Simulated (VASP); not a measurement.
# MgO (P6_3mc) in VASP: notebook

Runs on MgO. Level: PBE. Tasks: single point.

All numbers are computed with VASP 6.6.1; they aren't measurements. Logs are shortened: lines on timing, memory, paths and dates and some standing lists are left out, and cuts for length are marked.

## Step 1: The cell of the first run

The structure is hexagonal, space group P6_3mc (No. 186). The conventional cell has a = 3.505 Å, b = 3.505 Å, c = 9.949 Å, α = 90.00°, β = 90.00°, γ = 120.00°. Mg (site symmetry 3m) has 4 O at 1.88 to 2.11 Å within 2.5 Å. Within 2.5 Å of Mg (site symmetry 3m) lie 4 O at 1.90 to 2.11 Å. Within 2.5 Å of O (site symmetry 3m) lie 4 Mg at 1.88 to 2.11 Å. O (site symmetry 3m) has 4 Mg at 1.90 to 2.11 Å within 2.5 Å.

## Step 2: Single point, PBE (volume 13.229 Å^3 an atom, c/a of the conventional cell 2.8388)

INCAR reads:

```
PREC = Accurate
ENCUT = 520
EDIFF = 1E-7
ISMEAR = 0
SIGMA = 0.05
LREAL = F
LASPH = T
NELM = 60
ALGO = Normal
ISIF = 2
LWAVE = F
LCHARG = F
GGA = PE
NBANDS = 26
```

KPOINTS reads:

```
regular mesh
0
Gamma
  9 9 4
```

POSCAR reads:

```
MgO
1.0
    3.5046973893      0.0000000000      0.0000000000
   -1.7523486947      3.0351569717      0.0000000000
    0.0000000000      0.0000000000      9.9491349488
Mg O
4 4
Direct
    0.3333333333      0.6666666667      0.9694906392
    0.0000000000      0.0000000000      0.2208211786
    0.0000000000      0.0000000000      0.7208211786
    0.6666666667      0.3333333333      0.4694906392
    0.3333333333      0.6666666667      0.7800420079
    0.0000000000      0.0000000000      0.5296443544
    0.0000000000      0.0000000000      0.0296443544
    0.6666666667      0.3333333333      0.2800420079
```

Potentials or basis: VASP PAW PBE potentials, release 64 (Mg, O).

On the command line:

```console
$ cat potpaw_PBE.64/Mg/POTCAR potpaw_PBE.64/O/POTCAR > POTCAR
$ mpirun -np 1 vasp_std > vasp.out
```

OUTCAR:

```text
PREC = Accurate
   ENCUT = 520
   EDIFF = 1E-7
   ISMEAR = 0
   LREAL = F
   LASPH = T
   NELM = 60
   ISIF = 2
   GGA = PE

 ion  position               nearest neighbor table
   1  0.333  0.667  0.969-   5 1.88   7 2.11   7 2.11   7 2.11   3 3.20   3 3.20   3 3.20   2 3.22
                             2 3.22   2 3.22
   2  0.000  0.000  0.221-   7 1.90   8 2.11   8 2.11   8 2.11   4 3.20   4 3.20   4 3.20   1 3.22
                             1 3.22   1 3.22
   3  0.000  0.000  0.721-   6 1.90   5 2.11   5 2.11   5 2.11   1 3.20   1 3.20   1 3.20   4 3.22
                             4 3.22   4 3.22
   4  0.667  0.333  0.469-   8 1.88   6 2.11   6 2.11   6 2.11   2 3.20   2 3.20   2 3.20   3 3.22
                             3 3.22   3 3.22
   5  0.333  0.667  0.780-   1 1.88   3 2.11   3 2.11   3 2.11
   6  0.000  0.000  0.530-   3 1.90   4 2.11   4 2.11   4 2.11
   7  0.000  0.000  0.030-   2 1.90   1 2.11   1 2.11   1 2.11
   8  0.667  0.333  0.280-   4 1.88   2 2.11   2 2.11   2 2.11

  LATTYP: Found a hexagonal cell.
 ALAT       =     3.5046973893
 C/A-ratio  =     2.8388000000

  Lattice vectors:

 A1 = (   3.5046973893,   0.0000000000,   0.0000000000)
 A2 = (  -1.7523486947,   3.0351569717,   0.0000000000)
 A3 = (   0.0000000000,   0.0000000000,   9.9491349488)

Analysis of symmetry for initial positions (statically):
=====================================================================
 Subroutine PRICEL returns:
 Original cell was already a primitive cell.

 Routine SETGRP: Setting up the symmetry group for a
 hexagonal supercell.

 Subroutine GETGRP returns: Found 12 space group operations
 (whereof  6 operations were pure point group operations)
 out of a pool of 24 trial point group operations.

The static configuration has the point symmetry C_3v.
 The point group associated with its full space group is C_6v.

Analysis of symmetry for dynamics (positions and initial velocities):
=====================================================================
 Subroutine PRICEL returns:
 Original cell was already a primitive cell.

 Routine SETGRP: Setting up the symmetry group for a
 hexagonal supercell.

 Subroutine GETGRP returns: Found 12 space group operations
 (whereof  6 operations were pure point group operations)
 out of a pool of 24 trial point group operations.

The dynamic configuration has the point symmetry C_3v.
 The point group associated with its full space group is C_6v.

 Subroutine INISYM returns: Found 12 space group operations
 (whereof  6 operations are pure point group operations),
 and found     1 'primitive' translations

----------------------------------------------------------------------------------------

                                     Primitive cell

  volume of cell :     105.8320

  direct lattice vectors                    reciprocal lattice vectors
     3.504697389  0.000000000  0.000000000     0.285331339  0.164736126  0.000000000
    -1.752348695  3.035156972  0.000000000     0.000000000  0.329472251  0.000000000
     0.000000000  0.000000000  9.949134949     0.000000000  0.000000000  0.100511251

  length of vectors
     3.504697389  3.504697389  9.949134949     0.329472251  0.329472251  0.100511251

  position of ions in fractional coordinates (direct lattice)
     0.333333333  0.666666667  0.969490639
     0.000000000  0.000000000  0.220821179
     0.000000000  0.000000000  0.720821179
     0.666666667  0.333333333  0.469490639
     0.333333333  0.666666667  0.780042008
     0.000000000  0.000000000  0.529644354
     0.000000000  0.000000000  0.029644354
     0.666666667  0.333333333  0.280042008

  ion indices of the primitive-cell ions
   primitive index   ion index
                 1           1
                 2           2
                 3           3
                 4           4
                 5           5
                 6           6
                 7           7
                 8           8

----------------------------------------------------------------------------------------

 KPOINTS: regular mesh

Automatic generation of k-mesh.
 Grid dimensions read from file:
 generate k-points for:    9    9    4

 Generating k-lattice:

  Cartesian coordinates                     Fractional coordinates (reciprocal lattice)
     0.031703482  0.018304014  0.000000000     0.111111111  0.000000000  0.000000000
     0.000000000  0.036608028  0.000000000     0.000000000  0.111111111  0.000000000
     0.000000000  0.000000000  0.025127813     0.000000000  0.000000000  0.250000000

  Length of vectors
     0.036608028  0.036608028  0.025127813

  Shift w.r.t. Gamma in fractional coordinates (k-lattice)
     0.000000000  0.000000000  0.000000000

 Subroutine IBZKPT returns following result:
 ===========================================

 Found     36 irreducible k-points:

 Following reciprocal coordinates:
            Coordinates               Weight
  0.000000  0.000000  0.000000      1.000000
  0.111111  0.000000  0.000000      6.000000
  0.222222 -0.000000  0.000000      6.000000
  0.333333  0.000000  0.000000      6.000000
  0.444444 -0.000000  0.000000      6.000000
  0.111111  0.111111  0.000000      6.000000
[... 16 lines left out ...]
  0.333333  0.222222  0.250000     24.000000
  0.333333  0.333333  0.250000      4.000000
 [... further k-points ...]
   k-points           NKPTS =     36   k-points in BZ     NKDIM =     36   number of bands    NBANDS=     26
   number of dos      NEDOS =    301   number of ions     NIONS =      8
   total plane-waves  NPLWV =  62720
   dimension x,y,z NGX =    28 NGY =   28 NGZ =   80
   dimension x,y,z NGXF=    56 NGYF=   56 NGZF=  160
   ions per type =               4   4
   NGX,Y,Z   is equivalent  to a cutoff of  13.28, 13.28, 13.37 a.u.
   NGXF,Y,Z  is equivalent  to a cutoff of  26.56, 26.56, 26.74 a.u.
 SYSTEM =  unknown system
   PREC   = accura    normal or accurate (medium, high low for compatibility)
   ISTART =      0    job   : 0-new  1-cont  2-samecut
   ICHARG =      2    charge: 1-file 2-atom 10-const
   ISPIN  =      1    spin polarized calculation?
   LNONCOLLINEAR =      F non collinear calculations
   LSORBIT =      F    spin-orbit coupling
   LASPH  =      T    aspherical Exc in radial PAW
   ENCUT  =  520.0 eV  38.22 Ry    6.18 a.u.   6.52  6.52 18.50*2*pi/ulx,y,z
   NELM   =     60;   NELMIN=  2; NELMDL= -5     # of ELM steps
   EDIFF  = 0.1E-06   stopping-criterion for ELM
   LREAL  =      F    real-space projection
   EDIFFG = 0.1E-05   stopping-criterion for IOM
   NSW    =      0    number of steps for IOM
   IBRION =     -1    ionic relax: 0-MD 1-quasi-New 2-CG
   NFREE  =      0    steps in history (QN), initial steepest desc. (CG)
   ISIF   =      2    stress and relaxation
   ISYM   =      2    0-nonsym 1-usesym 2-fastsym
   POTIM  = 0.5000    time-step for ionic-motion
   TEBEG  =    0.0;   TEEND  =   0.0 temperature during run
   PSTRESS=    0.0 pullay stress
   NELECT =      32.0000    total number of electrons
   NUPDOWN=      -1.0000    fix difference up-down
   EMIN   =  10.00;   EMAX   =-10.00  energy-range for DOS
   EFERMI =   0.00;   METHOD = LEGACY
   ISMEAR =     0;   SIGMA  =   0.05  broadening in eV -4-tet -1-fermi 0-gaus
   EFERMI_NEDOS =   21; number of points for ismear=-14 and -15
   IALGO  =     38    algorithm
   IMIX   =      4    mixing-type and parameters
     AMIX     =   0.40;   BMIX     =  1.00
     AMIX_MAG =   1.60;   BMIX_MAG =  1.00
  volume/ion in A,a.u.               =      13.23        89.27
  Fermi-wavevector in a.u.,A,eV,Ry     =   1.098801  2.076433 16.427188  1.207364
  Thomas-Fermi vector in A             =   2.235185
   LORBIT       =      0    0 simple, 1 ext, 2 COOP (PROOUT), +10 PAW based schemes
   GGA     = PE    functional components
   LHFCALC =     F    Hartree Fock is set to
   AEXX    =    0.0000 exact exchange contribution
   IVDW    =     0    specifies the selected vdW correction
   LEPSILON=     F    determine dielectric tensor
   LRPA    =     F    only Hartree local field effects (RPA)
 non-spin polarized calculation
 Gauss-broadening in eV      SIGMA  =   0.05
  energy-cutoff  :      520.00
  volume of cell :      105.83
 maximum number of plane-waves:      2905
 NGX is ok and might be reduce to    28
   NGX = 13   NGY = 13   NGZ = 37

 number of electron      32.0000004 magnetization

 Free energy of the ion-electron system (eV)
  ---------------------------------------------------
  ext. energy  EPLUGINS =         0.00000000
  ---------------------------------------------------
  free energy    TOTEN  =       -46.10301291 eV

  energy without entropy =      -46.10301291  energy(sigma->0) =      -46.10301291

 E-fermi :   0.7838     XC(G=0):  -9.2586

 val. band max:        0.5142398104   @ k =   0.0000   0.0000   0.0000
 cond. band min:       3.3177519982   @ k =   0.0000   0.0000   0.0000
 fundamental gap:      2.8035121878
 Fermi energy:         0.7838209853

 k-point     1 :       0.0000    0.0000    0.0000
  band No.  band energies     occupation
      1     -15.3616      2.00000
      2     -15.0521      2.00000
      3     -14.9826      2.00000
      4     -14.6524      2.00000
      5      -2.2487      2.00000
      6      -1.3183      2.00000
[... 18 lines left out ...]
     25      13.7173      0.00000
     26      13.7173      0.00000

 k-point     2 :       0.1111    0.0000    0.0000
  band No.  band energies     occupation
      1     -15.3162      2.00000
      2     -15.0231      2.00000
      3     -14.9536      2.00000
      4     -14.6437      2.00000
      5      -2.1494      2.00000
      6      -1.4259      2.00000
[... 18 lines left out ...]
     25      13.3598      0.00000
     26      13.6308      0.00000

 k-point     3 :       0.2222   -0.0000    0.0000
  band No.  band energies     occupation
      1     -15.1942      2.00000
      2     -14.9491      2.00000
      3     -14.8792      2.00000
      4     -14.6268      2.00000
      5      -1.8800      2.00000
      6      -1.7466      2.00000
[... 572 lines left out ...]
 k-point    23 :       0.3333    0.2222    0.2500
  band No.  band energies     occupation
      1     -14.8324      2.00000
      2     -14.7931      2.00000
      3     -14.7013      2.00000
      4     -14.6691      2.00000
      5      -2.1351      2.00000
      6      -1.9952      2.00000
[... 18 lines left out ...]
     25      12.1065      0.00000
     26      12.3261      0.00000

 k-point    24 :       0.3333    0.3333    0.2500
  band No.  band energies     occupation
      1     -14.7749      2.00000
      2     -14.7670      2.00000
      3     -14.6975      2.00000
      4     -14.6975      2.00000
      5      -1.8764      2.00000
      6      -1.8764      2.00000
[... 18 lines left out ...]
     25      11.9161      0.00000
     26      12.3109      0.00000

 [... further k-points ...]
[... 5 lines left out ...]
  --------------------------------------------------------------------------------------
  -------------------------------------------------------------------------------------
  Total       -9.1868267     -9.1868267      6.1515250      0.0000000      0.0000000      0.0000000
  in kB     -139.0782140   -139.0782140     93.1271629      0.0000000      0.0000000      0.0000000
  external PRESSURE =     -61.6764217 kB  Pullay stress =       0.0000000 kB

 VOLUME and BASIS-vectors are now :
 -----------------------------------------------------------------------------
  energy-cutoff  :      520.00
  volume of cell :      105.83
      direct lattice vectors                 reciprocal lattice vectors
     3.504697389  0.000000000  0.000000000     0.285331339  0.164736126  0.000000000
    -1.752348695  3.035156972  0.000000000     0.000000000  0.329472251  0.000000000
     0.000000000  0.000000000  9.949134949     0.000000000  0.000000000  0.100511251

 POSITION                                       TOTAL-FORCE (eV/Angst)
 -----------------------------------------------------------------------------------
     -0.00000      2.02344      9.64559        -0.000000      0.000000      1.042029
      0.00000      0.00000      2.19698         0.000000     -0.000000      1.151799
      0.00000      0.00000      7.17155        -0.000000      0.000000      1.151799
      1.75235      1.01172      4.67103         0.000000      0.000000      1.042029
     -0.00000      2.02344      7.76074         0.000000      0.000000     -1.109952
      0.00000      0.00000      5.26950        -0.000000      0.000000     -1.083876
      0.00000      0.00000      0.29494         0.000000     -0.000000     -1.083876
      1.75235      1.01172      2.78618        -0.000000      0.000000     -1.109952
 -----------------------------------------------------------------------------------
    total drift:                               -0.000000     -0.000000     -0.001209

  FREE ENERGIE OF THE ION-ELECTRON SYSTEM (eV)
  ---------------------------------------------------
  free  energy   TOTEN  =       -46.1030129061 eV

  energy  without entropy=      -46.1030129061  energy(sigma->0) =      -46.10301291
```

Wall time 3.1 min (1 thread of AMD EPYC 7R43 (Zen 3), shared host); peak memory 0.23 GiB.

What came out:

```yaml
Free_energy: -46.1030 eV
Pressure: -6.2 GPa
Largest_force: 1.152 eV/Å
Band_gap_on_the_k_mesh: 2.80 eV, direct
```

Forces on the atoms (eV/Å):
```
Mg   0.000  0.000  1.042
Mg   0.000  0.000  1.152
Mg   0.000  0.000  1.152
Mg   0.000  0.000  1.042
O    0.000  0.000 -1.110
O    0.000  0.000 -1.084
O    0.000  0.000 -1.084
O    0.000  0.000 -1.110
```

Caveat: forces of over 1 eV/Å act on the atoms, so gaps and moduli don't describe the material at rest. A k mesh can miss the band edges.

## Step 3: Single point, PBE (volume 13.229 Å^3 an atom, c/a of the conventional cell 3.6183)

INCAR reads:

```
PREC = Accurate
ENCUT = 520
EDIFF = 1E-6
ISMEAR = 0
SIGMA = 0.05
LREAL = F
LASPH = T
NELM = 100
ALGO = Normal
ISIF = 2
LWAVE = F
LCHARG = F
GGA = PE
NBANDS = 26
```

KPOINTS is that of step 2.

POSCAR: that of step 2 with these lines changed.

```diff
@@ -2,5 +2,5 @@
 1.0
-    3.5046973893      0.0000000000      0.0000000000
-   -1.7523486947      3.0351569717      0.0000000000
-    0.0000000000      0.0000000000      9.9491349488
+    3.2324161394      0.0000000000      0.0000000000
+   -1.6162080697      2.7993544923      0.0000000000
+    0.0000000000      0.0000000000     11.6958513172
 Mg O
```

Potentials or basis: VASP PAW PBE potentials, release 64 (Mg, O).

On the command line:

```console
$ cat potpaw_PBE.64/Mg/POTCAR potpaw_PBE.64/O/POTCAR > POTCAR
$ mpirun -np 1 vasp_std > vasp.out
```

Run time: 2.4 min. Hardware: 1 thread of AMD EPYC 7R43 (Zen 3), shared host; peak memory 0.21 GiB.

The run converged. Its results:

```yaml
Free_energy: -46.2068 eV
Pressure: -5.9 GPa
Largest_force: 0.339 eV/Å
Band_gap_on_the_k_mesh: 2.91 eV, direct
```

Forces in eV/Å, atoms in the order of the input:
```
Mg   0.000  0.000 -0.282
Mg   0.000  0.000 -0.333
Mg   0.000  0.000 -0.333
Mg   0.000  0.000 -0.282
O    0.000  0.000  0.339
O    0.000  0.000  0.276
O    0.000  0.000  0.276
O    0.000  0.000  0.339
```

Stress tensor (GPa, compression positive):
```
  0.33   0.00   0.00
  0.00   0.33   0.00
  0.00   0.00 -18.40
```

Levels at points of the mesh, in eV from the valence-band top:
```tsv
k point	band 13	band 14	band 15	band 16	band 17	band 18	band 19	band 20
(0.00, 0.00, 0.00)	-0.03	-0.03	0.00	0.00	2.91	5.16	5.21	8.18
(0.00, 0.00, 0.50)	-0.01	-0.01	-0.01	-0.01	3.69	3.69	6.75	6.75
```

 A k mesh can miss the band edges.

[end of part 1 of 2]
